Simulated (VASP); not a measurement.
**LaFe5H2: single point with PBE**

LaFe5H2:

```
CELL_PARAMETERS angstrom
2.59951 -4.53182 0.00000
2.59951 4.53182 0.00000
0.00000 0.00000 4.17795
ATOMIC_POSITIONS crystal
La 0.00000 0.00000 0.00000
Fe 0.50000 0.50000 0.50000
Fe 0.33675 0.66325 0.00000
Fe 0.66325 0.33675 0.00000
Fe 0.00000 0.50000 0.50000
Fe 0.50000 0.00000 0.50000
H 0.86652 0.13348 0.50000
H 0.13348 0.86652 0.50000
```

```yaml
Program: VASP 6.6.1
Task: single point
Functional: PBE
Potentials_or_basis: VASP PAW PBE potentials, release 64 (La, Fe, H)
Cutoff: 600 eV
k_mesh: 6 × 6 × 7
Occupations: fermi-dirac, width 0.05 eV
Spin: collinear spin, ferromagnetic start
Starting_moments: "[0.0, 3.0, 3.0, 3.0, 3.0, 3.0, 0.0, 0.0] μB"
```

```yaml
Pressure: -2.6 GPa
Largest_force: 0.025 eV/Å
Net_moment: 11.29 μB per cell
Site_moments: La -0.20; Fe +2.57, +2.58, +2.03 (each value once); H -0.01 μB
Valence_electrons_inside_the_program's_atomic_spheres: La 8.66; Fe 7.02, 7.03, 7.24 (each value once); H 0.58
```

Forces in eV/Å, atoms in the order of the input:
```
La   0.000  0.000  0.000
Fe   0.000  0.000  0.000
Fe   0.000  0.014  0.000
Fe   0.000 -0.014  0.000
Fe   0.000  0.000  0.000
Fe   0.000  0.000  0.000
H    0.000  0.025  0.000
H    0.000 -0.025  0.000
```

Stress tensor (GPa, compression positive):
```
-2.54  0.00  0.00
 0.00 -2.40  0.00
 0.00  0.00 -2.93
```

Levels at points of the mesh, in eV from the Fermi level:
Spin up:
| k point | band 28 | band 29 | band 30 | band 31 | band 32 | band 33 | band 34 | band 35 | band 36 | band 37 |
| --- | --- | --- | --- | --- | --- | --- | --- | --- | --- | --- |
| (0.00, 0.00, 0.00) | -1.30 | -0.37 | -0.33 | -0.27 | 0.52 | 0.81 | 1.12 | 1.22 | 1.38 | 1.97 |
| (0.50, 0.00, 0.00) | -1.33 | -1.27 | -1.22 | -0.50 | -0.31 | 0.55 | 1.85 | 2.23 | 2.58 | 2.72 |
| (0.50, 0.50, 0.00) | -1.48 | -1.34 | -1.24 | -1.17 | -0.26 | 1.49 | 1.61 | 2.24 | 2.49 | 2.73 |
Spin down:
```tsv
k point	band 17	band 18	band 19	band 20	band 21	band 22	band 23	band 24	band 25	band 26
(0.00, 0.00, 0.00)	-0.46	-0.43	0.18	0.46	0.46	0.48	0.52	0.65	0.85	0.95
(0.50, 0.00, 0.00)	-0.89	-0.76	-0.73	-0.39	-0.37	0.40	0.74	0.76	0.77	0.83
(0.50, 0.50, 0.00)	-0.80	-0.78	-0.77	-0.60	-0.46	0.46	0.52	0.68	0.68	0.72
```

Wall time 18 min on 1 thread of Intel(R) Xeon(R) Platinum 8259CL CPU @ 2.50GHz (Skylake/Cascade Lake), with other jobs on the host, peak memory 0.57 GiB.

Caveat: spin-orbit coupling is left out, which moves the levels of the heavy elements.
